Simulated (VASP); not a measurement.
# InP (e600) (F-43m) in VASP: single point with PBEsol

Aim: the single point of InP (e600) with PBEsol.

Everything below comes from runs of VASP 6.6.1. Logs are shortened: lines on timing, memory, paths and dates and some standing lists are left out, and cuts for length are marked.

**1. The cell of the first run**

The structure is cubic, space group F-43m (No. 216). Conventional cell: a = 5.879 Å, b = 5.879 Å, c = 5.879 Å, α = 90.00°, β = 90.00°, γ = 90.00°. In (site symmetry -43m) has 4 P at 2.55 Å within 3.4 Å. P (site symmetry -43m) has 4 In at 2.55 Å within 3.4 Å.

**2. Single point, PBEsol**

Contents of INCAR:

```
PREC = Accurate ; ENCUT = 500
EDIFF = 1E-6 ; ISMEAR = 0
SIGMA = 0.02 ; LREAL = F
LASPH = T ; NELM = 120
ALGO = Normal ; ISIF = 2
LWAVE = F ; LCHARG = F
GGA = PS ; NBANDS = 16
GGA_COMPAT = F
```

Contents of KPOINTS:

```
regular mesh
0
Gamma
  10 10 10
```

Contents of POSCAR:

```
InP
1.0
    0.0000000000      2.9394395695      2.9394395695
    2.9394395695      0.0000000000      2.9394395695
    2.9394395695      2.9394395695      0.0000000000
In P
1 1
Direct
    0.0000000000      0.0000000000      0.0000000000
    0.2500000000      0.2500000000      0.2500000000
```

Potentials or basis: VASP PAW PBE potentials, release 64 (In_d, P).

Launch:

```
cat potpaw_PBE.64/In_d/POTCAR potpaw_PBE.64/P/POTCAR > POTCAR
mpirun -np 1 vasp_std > vasp.out
```

OUTCAR:

```text
PREC = Accurate
   ENCUT = 500
   EDIFF = 1E-6
   ISMEAR = 0
   LREAL = F
   LASPH = T
   NELM = 120
   ISIF = 2
   GGA = PS

 ion  position               nearest neighbor table
   1  0.000  0.000  0.000-   2 2.55   2 2.55   2 2.55   2 2.55
   2  0.250  0.250  0.250-   1 2.55   1 2.55   1 2.55   1 2.55

  LATTYP: Found a face centered cubic cell.
 ALAT       =     5.8788791390

  Lattice vectors:

 A1 = (   0.0000000000,   2.9394395695,   2.9394395695)
 A2 = (   2.9394395695,   0.0000000000,   2.9394395695)
 A3 = (   2.9394395695,   2.9394395695,   0.0000000000)

Analysis of symmetry for initial positions (statically):
=====================================================================
 Subroutine PRICEL returns:
 Original cell was already a primitive cell.

 Routine SETGRP: Setting up the symmetry group for a
 face centered cubic supercell.

 Subroutine GETGRP returns: Found 24 space group operations
 (whereof 24 operations were pure point group operations)
 out of a pool of 48 trial point group operations.

The static configuration has the point symmetry T_d .

Analysis of symmetry for dynamics (positions and initial velocities):
=====================================================================
 Subroutine PRICEL returns:
 Original cell was already a primitive cell.

 Routine SETGRP: Setting up the symmetry group for a
 face centered cubic supercell.

 Subroutine GETGRP returns: Found 24 space group operations
 (whereof 24 operations were pure point group operations)
 out of a pool of 48 trial point group operations.

The dynamic configuration has the point symmetry T_d .

 Subroutine INISYM returns: Found 24 space group operations
 (whereof 24 operations are pure point group operations),
 and found     1 'primitive' translations

----------------------------------------------------------------------------------------

                                     Primitive cell

  volume of cell :      50.7953

  direct lattice vectors                    reciprocal lattice vectors
     0.000000000  2.939439570  2.939439570    -0.170100452  0.170100452  0.170100452
     2.939439570  0.000000000  2.939439570     0.170100452 -0.170100452  0.170100452
     2.939439570  2.939439570  0.000000000     0.170100452  0.170100452 -0.170100452

  length of vectors
     4.156995305  4.156995305  4.156995305     0.294622626  0.294622626  0.294622626

  position of ions in fractional coordinates (direct lattice)
     0.000000000  0.000000000  0.000000000
     0.250000000  0.250000000  0.250000000

  ion indices of the primitive-cell ions
   primitive index   ion index
                 1           1
                 2           2

----------------------------------------------------------------------------------------

 KPOINTS: regular mesh

Automatic generation of k-mesh.
 Grid dimensions read from file:
 generate k-points for:   10   10   10

 Generating k-lattice:

  Cartesian coordinates                     Fractional coordinates (reciprocal lattice)
    -0.017010045  0.017010045  0.017010045     0.100000000  0.000000000  0.000000000
     0.017010045 -0.017010045  0.017010045     0.000000000  0.100000000  0.000000000
     0.017010045  0.017010045 -0.017010045     0.000000000  0.000000000  0.100000000

  Length of vectors
     0.029462263  0.029462263  0.029462263

  Shift w.r.t. Gamma in fractional coordinates (k-lattice)
     0.000000000  0.000000000  0.000000000

 Subroutine IBZKPT returns following result:
 ===========================================

 Found     47 irreducible k-points:

 Following reciprocal coordinates:
            Coordinates               Weight
  0.000000  0.000000  0.000000      1.000000
  0.100000  0.000000  0.000000      8.000000
  0.200000  0.000000  0.000000      8.000000
  0.300000  0.000000  0.000000      8.000000
  0.400000  0.000000  0.000000      8.000000
  0.500000  0.000000  0.000000      4.000000
[... 16 lines left out ...]
  0.300000  0.300000  0.000000      6.000000
  0.400000  0.300000  0.000000     24.000000
 [... further k-points ...]
   k-points           NKPTS =     47   k-points in BZ     NKDIM =     47   number of bands    NBANDS=     16
   number of dos      NEDOS =    301   number of ions     NIONS =      2
   total plane-waves  NPLWV =  27000
   dimension x,y,z NGX =    30 NGY =   30 NGZ =   30
   dimension x,y,z NGXF=    60 NGYF=   60 NGZF=   60
   ions per type =               1   1
   NGX,Y,Z   is equivalent  to a cutoff of  12.00, 12.00, 12.00 a.u.
   NGXF,Y,Z  is equivalent  to a cutoff of  24.00, 24.00, 24.00 a.u.
 SYSTEM =  unknown system
   PREC   = accura    normal or accurate (medium, high low for compatibility)
   ISTART =      0    job   : 0-new  1-cont  2-samecut
   ICHARG =      2    charge: 1-file 2-atom 10-const
   ISPIN  =      1    spin polarized calculation?
   LNONCOLLINEAR =      F non collinear calculations
   LSORBIT =      F    spin-orbit coupling
   LASPH  =      T    aspherical Exc in radial PAW
   ENCUT  =  500.0 eV  36.75 Ry    6.06 a.u.   7.58  7.58  7.58*2*pi/ulx,y,z
   NELM   =    120;   NELMIN=  2; NELMDL= -5     # of ELM steps
   EDIFF  = 0.1E-05   stopping-criterion for ELM
   LREAL  =      F    real-space projection
   EDIFFG = 0.1E-04   stopping-criterion for IOM
   NSW    =      0    number of steps for IOM
   IBRION =     -1    ionic relax: 0-MD 1-quasi-New 2-CG
   NFREE  =      0    steps in history (QN), initial steepest desc. (CG)
   ISIF   =      2    stress and relaxation
   ISYM   =      2    0-nonsym 1-usesym 2-fastsym
   POTIM  = 0.5000    time-step for ionic-motion
   TEBEG  =    0.0;   TEEND  =   0.0 temperature during run
   PSTRESS=    0.0 pullay stress
   NELECT =      18.0000    total number of electrons
   NUPDOWN=      -1.0000    fix difference up-down
   EMIN   =  10.00;   EMAX   =-10.00  energy-range for DOS
   EFERMI =   0.00;   METHOD = LEGACY
   ISMEAR =     0;   SIGMA  =   0.02  broadening in eV -4-tet -1-fermi 0-gaus
   EFERMI_NEDOS =   21; number of points for ismear=-14 and -15
   IALGO  =     38    algorithm
   IMIX   =      4    mixing-type and parameters
     AMIX     =   0.40;   BMIX     =  1.00
     AMIX_MAG =   1.60;   BMIX_MAG =  1.00
  volume/ion in A,a.u.               =      25.40       171.39
  Fermi-wavevector in a.u.,A,eV,Ry     =   1.158487  2.189223 18.260269  1.342092
  Thomas-Fermi vector in A             =   2.295089
   LORBIT       =      0    0 simple, 1 ext, 2 COOP (PROOUT), +10 PAW based schemes
   GGA     = PS    functional components
   LHFCALC =     F    Hartree Fock is set to
   AEXX    =    0.0000 exact exchange contribution
   IVDW    =     0    specifies the selected vdW correction
   LEPSILON=     F    determine dielectric tensor
   LRPA    =     F    only Hartree local field effects (RPA)
 non-spin polarized calculation
 Gauss-broadening in eV      SIGMA  =   0.02
  energy-cutoff  :      500.00
  volume of cell :       50.80
 maximum number of plane-waves:      1308
   NGX = 15   NGY = 15   NGZ = 15

 number of electron      18.0000005 magnetization

 Free energy of the ion-electron system (eV)
  ---------------------------------------------------
  ext. energy  EPLUGINS =         0.00000000
  ---------------------------------------------------
  free energy    TOTEN  =        -9.15667637 eV

  energy without entropy =       -9.15667637  energy(sigma->0) =       -9.15667637

 E-fermi :   5.0959     XC(G=0):  -9.4393

 val. band max:        4.9909455494   @ k =   0.0000   0.0000   0.0000
 cond. band min:       5.5571783406   @ k =   0.0000   0.0000   0.0000
 fundamental gap:      0.5662327912
 Fermi energy:         5.0959262446

 k-point     1 :       0.0000    0.0000    0.0000
  band No.  band energies     occupation
      1      -9.1385      2.00000
      2      -9.1385      2.00000
      3      -9.1385      2.00000
      4      -8.9883      2.00000
      5      -8.9883      2.00000
      6      -6.4943      2.00000
[... 8 lines left out ...]
     15      14.4066      0.00000
     16      14.4066      0.00000

 k-point     2 :       0.1000    0.0000    0.0000
  band No.  band energies     occupation
      1      -9.1508      2.00000
      2      -9.1337      2.00000
      3      -9.1337      2.00000
      4      -8.9884      2.00000
      5      -8.9884      2.00000
      6      -6.3800      2.00000
[... 8 lines left out ...]
     15      13.8922      0.00000
     16      13.8922      0.00000

 k-point     3 :       0.2000    0.0000    0.0000
  band No.  band energies     occupation
      1      -9.1817      2.00000
      2      -9.1219      2.00000
      3      -9.1219      2.00000
      4      -8.9874      2.00000
      5      -8.9874      2.00000
      6      -6.0513      2.00000
[... 8 lines left out ...]
     15      13.4632      0.00000
     16      14.1509      0.00000

 k-point     4 :       0.3000    0.0000    0.0000
  band No.  band energies     occupation
      1      -9.2179      2.00000
      2      -9.1099      2.00000
      3      -9.1099      2.00000
      4      -8.9835      2.00000
      5      -8.9835      2.00000
      6      -5.5589      2.00000
[... 8 lines left out ...]
     15      13.7518      0.00000
     16      13.7518      0.00000

 k-point     5 :       0.4000    0.0000    0.0000
  band No.  band energies     occupation
      1      -9.2458      2.00000
      2      -9.1024      2.00000
      3      -9.1024      2.00000
      4      -8.9779      2.00000
      5      -8.9779      2.00000
      6      -5.0331      2.00000
[... 8 lines left out ...]
     15      14.7202      0.00000
     16      14.7202      0.00000

 k-point     6 :       0.5000    0.0000    0.0000
  band No.  band energies     occupation
      1      -9.2562      2.00000
      2      -9.1002      2.00000
      3      -9.1002      2.00000
      4      -8.9751      2.00000
      5      -8.9751      2.00000
      6      -4.7743      2.00000
[... 8 lines left out ...]
     15      15.5793      0.00000
     16      15.5793      0.00000
[... 267 lines left out ...]
 k-point    21 :      -0.3000    0.2000    0.0000
  band No.  band energies     occupation
      1      -9.2510      2.00000
      2      -9.0943      2.00000
      3      -9.0873      2.00000
      4      -8.9881      2.00000
      5      -8.9827      2.00000
      6      -4.8934      2.00000
[... 8 lines left out ...]
     15      15.1228      0.00000
     16      16.3150      0.00000

 k-point    22 :      -0.2000    0.2000    0.0000
  band No.  band energies     occupation
      1      -9.2280      2.00000
      2      -9.1018      2.00000
      3      -9.1003      2.00000
      4      -8.9932      2.00000
      5      -8.9803      2.00000
      6      -5.3924      2.00000
[... 8 lines left out ...]
     15      15.1410      0.00000
     16      16.1496      0.00000

 k-point    23 :       0.3000    0.3000    0.0000
  band No.  band energies     occupation
      1      -9.2663      2.00000
      2      -9.0722      2.00000
      3      -9.0722      2.00000
      4      -9.0198      2.00000
      5      -8.9657      2.00000
      6      -5.2476      2.00000
[... 8 lines left out ...]
     15      15.1580      0.00000
     16      17.6943      0.00000

 k-point    24 :       0.4000    0.3000    0.0000
  band No.  band energies     occupation
      1      -9.2856      2.00000
      2      -9.0632      2.00000
      3      -9.0598      2.00000
      4      -9.0233      2.00000
      5      -8.9622      2.00000
      6      -4.8292      2.00000
[... 8 lines left out ...]
     15      15.5787      0.00000
     16      17.5753      0.00000

 [... further k-points ...]
[... 5 lines left out ...]
  --------------------------------------------------------------------------------------
  -------------------------------------------------------------------------------------
  Total       -0.0099322     -0.0099322     -0.0099322      0.0000000      0.0000000     -0.0000000
  in kB       -0.3132812     -0.3132812     -0.3132812      0.0000000      0.0000000     -0.0000000
  external PRESSURE =      -0.3132812 kB  Pullay stress =       0.0000000 kB

 VOLUME and BASIS-vectors are now :
 -----------------------------------------------------------------------------
  energy-cutoff  :      500.00
  volume of cell :       50.80
      direct lattice vectors                 reciprocal lattice vectors
     0.000000000  2.939439570  2.939439570    -0.170100452  0.170100452  0.170100452
     2.939439570  0.000000000  2.939439570     0.170100452 -0.170100452  0.170100452
     2.939439570  2.939439570  0.000000000     0.170100452  0.170100452 -0.170100452

 POSITION                                       TOTAL-FORCE (eV/Angst)
 -----------------------------------------------------------------------------------
      0.00000      0.00000      0.00000        -0.000000     -0.000000     -0.000000
      1.46972      1.46972      1.46972         0.000000      0.000000      0.000000
 -----------------------------------------------------------------------------------
    total drift:                                0.000000      0.000000     -0.000000

  FREE ENERGIE OF THE ION-ELECTRON SYSTEM (eV)
  ---------------------------------------------------
  free  energy   TOTEN  =        -9.1566763705 eV

  energy  without entropy=       -9.1566763705  energy(sigma->0) =       -9.15667637
```

It took 34 s on 1 thread of Intel Xeon Platinum 8259CL at 2.50GHz (Skylake/Cascade Lake), shared host; peak memory 0.19 GiB.

What came out:

| Item | Value |
| --- | --- |
| Free energy | -9.1567 eV |
| Pressure | 0.0 GPa |
| Band gap on the k mesh | 0.57 eV, direct |

Caveat: the PAW data sets were made with another functional, which shifts forces and pressure a little; spin-orbit coupling is left out, which moves the levels of the heavy elements.
